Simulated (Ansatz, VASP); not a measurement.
Pd in VASP and in Ansatz

```
Pd
1.0
     0.00000    1.94650    1.94650
     1.94650    0.00000    1.94650
     1.94650    1.94650    0.00000
Pd
1
Direct
  0.00000 0.00000 0.00000
```

Alike in both runs: task relaxation of cell and atoms; functional PBE; k mesh 15 × 15 × 15; occupations fermi-dirac, width 0.1 eV; no spin polarisation.

|  | VASP | Ansatz |
| --- | --- | --- |
| version | VASP 6.6.1 | Ansatz 0.2.0 |
| potentials or method | VASP PAW PBE potentials, release 64 (Pd), cutoff 600 eV | plane waves, PAW |
| valence electrons in the cell | 10 | 18 |

```tsv
	VASP	Ansatz	Ansatz less VASP
relaxed volume (Å³/atom)	15.32	15.34	+0.021
relaxed cell length with the largest relative difference (Å)	2.788	2.789	+0.0013
```

VASP's potentials hold 10 valence electrons a cell and Ansatz's 18, so a difference there can come from the potentials and not from the codes.
